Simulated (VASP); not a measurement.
Input of a VASP 6.6.1 run:

POSCAR

```
Fe
1.0
    2.4341575853      0.0000000000      0.0000000000
   -1.2170787927      2.1080423057      0.0000000000
    0.0000000000      0.0000000000      3.8419344700
Fe
2
Direct
    0.6666666667      0.3333333333      0.7500000000
    0.3333333333      0.6666666667      0.2500000000
```

File INCAR.step1:

```
  ALGO = Normal
  EDIFF = 1E-5
  ENCUT = 520
  GGA = PE
  ISIF = 2
  ISMEAR = -1
  ISPIN = 2
  LASPH = True
  LCHARG = False
  LMAXMIX = 4
  LORBIT = 11
  LREAL = False
  LWAVE = True
  MAGMOM = 3 3
  NBANDS = 19
  NELM = 150
  PREC = Accurate
  SIGMA = 0.05
```

The input INCAR.step2:

```
  AEXX = 0.2
  AGGAC = 0.81
  AGGAX = 0.72
  ALDAC = 0.19
  ALGO = Normal
  EDIFF = 1E-6
  ENCUT = 520
  GGA = B3
  ISIF = 2
  ISMEAR = -1
  ISPIN = 2
  ISTART = 1
  LASPH = True
  LCHARG = False
  LHFCALC = True
  LMAXMIX = 4
  LORBIT = 11
  LREAL = False
  LWAVE = False
  MAGMOM = 3 3
  NBANDS = 19
  NELM = 150
  PREC = Accurate
  PRECFOCK = Normal
  SIGMA = 0.05
```

KPOINTS

```
k-points
0
Gamma
  6 6 4
```

Potentials or basis: VASP PAW PBE potentials, release 64 (Fe).

Launch:

```bash
$ cat potpaw_PBE.64/Fe/POTCAR > POTCAR
$ cp INCAR.step1 INCAR
$ mpirun -np 1 vasp_std > vasp.out
$ cp INCAR.step2 INCAR
$ mpirun -np 1 vasp_std > vasp.out
```

(1) What does it give for the pressure?

(2) Predict the net moment.

(3) Estimate the site moments.

Results:

(1) 6.3 GPa.

(2) 0.56 μB per cell.

(3) Fe +0.27 μB.

Caveat: the k points lie up to 0.50 Å⁻¹ apart; the PAW data sets were made with another functional, which shifts forces and pressure a little.
